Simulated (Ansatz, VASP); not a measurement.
## MgBe2SO2: VASP beside Ansatz

```xyz
12
Lattice="4.0755 0.0000 0.0000 1.1764 4.4035 0.0000 0.9393 0.4116 9.3616" Properties=species:S:1:pos:R:3 pbc="T T T"
Mg    3.3080    1.5453    8.8855
Mg    3.2311    3.9805    3.9187
Be    4.0872    2.1512    5.6514
Be    3.9048    1.0706    2.8777
Be    1.9434    4.6229    7.2154
Be    1.6902    2.6498    2.3648
S     2.1619    3.2310    5.8328
S     2.5055    4.5560    9.0946
O     3.9956    1.4374    6.9830
O     1.5021    4.0716    2.8476
O     4.1065    2.0185    4.0100
O     2.2808    2.1649    1.1688
```

Change from the starting cell: the structure that the rattled cell fell into.

Alike in both runs: task single point; functional PBE; k mesh 4 × 4 × 2; occupations gaussian, width 0.1 eV; no spin polarisation.

|  | VASP | Ansatz |
| --- | --- | --- |
| version | VASP 6.6.1 | Ansatz 0.2.0 |
| potentials or method | VASP PAW PBE potentials, release 64 (Mg, Be, S, O), cutoff 520 eV | scalar-relativistic, plane waves, PAW |
| valence electrons in the cell | 48 | 64 |

```tsv
	VASP	Ansatz	Ansatz less VASP
gap on the k mesh at the Fermi level (eV)	0.48	0.48	+0.007
least direct gap on the mesh (eV)	0.83	0.84	+0.008
pressure (GPa)	2.5	2.6	+0.15
traceless stress, the component that is largest in VASP (GPa)	-3.41	-3.41	-0.003
rms of the force components (eV/Å)	0.560	0.559	-0.0008
```

Atom by atom the forces differ by 0.012 eV/Å (rms over components). With one functional, cell and mesh, what is left measures potentials, basis and numerics. VASP's potentials hold 48 valence electrons a cell and Ansatz's 64, so a difference there can come from the potentials and not from the codes.
